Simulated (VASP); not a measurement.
Wanted: the native input for a VASP 6.6.1 run.

- Task: single point
- Functional: PBE
- Potentials or basis: VASP PAW PBE potentials, release 64 (B, O)
- Cutoff: 520 eV
- k mesh: 24 × 24 × 24
- Occupations: gaussian, width 0.1 eV
- Spin: no spin polarisation
- Dipole correction: no
- Further INCAR settings: ALGO = Fast; EDIFF = 1e-06; NBANDS = 12

The structure of BO lies in POSCAR:

```
BO
1.0
    1.1959185727      0.6904639099      4.8230732537
   -1.1959185727      0.6904639099      4.8230732537
    0.0000000000     -1.3809278197      4.8230732537
B O
1 1
Direct
    0.2670250928      0.2670250928      0.2670250928
    0.9751452472      0.9751452472      0.9751452472
```

These files were run (other wordings do the same):

INCAR

```
SYSTEM = BO
ALGO = Fast ; EDIFF = 1E-6
ENCUT = 520 ; GGA = PE
ISIF = 2 ; ISMEAR = 0
LASPH = .True. ; LCHARG = .True.
LELF = .True. ; LREAL = .False.
LVHAR = .True. ; LWAVE = .False.
NBANDS = 12 ; NELM = 100
PREC = Accurate ; SIGMA = 0.1
```

KPOINTS

```
k-points
0
Gamma
  24 24 24
  0 0 0
```

Potentials or basis: VASP PAW PBE potentials, release 64 (B, O).

Run with:

```console
$ cat potpaw_PBE.64/B/POTCAR potpaw_PBE.64/O/POTCAR > POTCAR
$ mpirun -np 1 vasp_std > vasp.out
```

It gave:

- Pressure: 0.5 GPa
- Largest force: 0.014 eV/Å
- Band gap on the k mesh: zero (an odd number of electrons rules out a gap without spin polarisation)

Caveat: an odd number of electrons without spin polarisation forces a metal; a magnetic or distorted state may lie lower.

Wall time 28 min on 1 thread of Oxide Virtual Turin-like Processor, with other jobs on the host, peak memory 0.49 GiB.
